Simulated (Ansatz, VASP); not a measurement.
# One calculation of Zn, two programs

Contents of INCAR:

```
PREC     = Accurate       # precision mode
ENCUT    = 600            # plane-wave cutoff, eV
EDIFF    = 1E-6           # SCF threshold, eV
ISMEAR   = -1             # smearing method
SIGMA    = 0.15           # smearing width, eV
LREAL    = F              # projectors in reciprocal space
LASPH    = T              # aspherical terms in the spheres
NELM     = 60             # most SCF steps
ALGO     = Normal         # electronic algorithm
ISIF     = 3              # what is computed and relaxed
LWAVE    = F              # write WAVECAR
LCHARG   = F              # write CHGCAR
GGA      = PS             # functional
IVDW     = 12             # dispersion correction
IBRION   = 2              # ionic algorithm
NSW      = 80             # ionic steps
EDIFFG   = -0.01          # ionic threshold
```

The input KPOINTS:

```
Automatic mesh
0
Gamma
  12 12 12
```

The input POSCAR:

```
Zn
1.0
   -1.5690370000      1.5690370000      1.5690370000
    1.5690370000     -1.5690370000      1.5690370000
    1.5690370000      1.5690370000     -1.5690370000
Zn
1
Direct
    0.0000000000      0.0000000000      0.0000000000
```

Input for Ansatz:

```yaml
crystal:
  lattice:
    - [-1.569037, 1.569037, 1.569037]
    - [1.569037, -1.569037, 1.569037]
    - [1.569037, 1.569037, -1.569037]
  atoms:
    - { symbol: Zn, position: [0.0, 0.0, 0.0] }
basis:
  ecutwfc: 470.0
kpoints:
  mp_grid:
    grid: [12, 12, 12]
hamiltonian:
  xc: pbesol
  dispersion: d3bj
scf:
  convergence:
    dr2_threshold: 1.0e-09
  occupations:
    method: fermi_dirac
    width: 0.15
relax:
  f_tol: 0.01
  cell: {}
```

Alike in both runs: task relaxation of cell and atoms; functional PBEsol; dispersion D3(BJ); k mesh 12 × 12 × 12; occupations fermi-dirac, width 0.15 eV; no spin polarisation.

```csv
,VASP,Ansatz
version,VASP 6.6.1,Ansatz 0.2.0
potentials or method,"VASP PAW PBE potentials, release 64 (Zn), cutoff 600 eV","plane waves, PAW"
valence electrons in the cell,12,12
```

```tsv
	VASP	Ansatz	Ansatz less VASP
relaxed volume (Å³/atom)	13.66	13.59	-0.069
relaxed cell length with the largest relative difference (Å)	2.608	2.604	-0.0044
```

VASP's potentials were made for PBE, not for PBEsol. Ansatz's warnings: stress scf threshold loose.
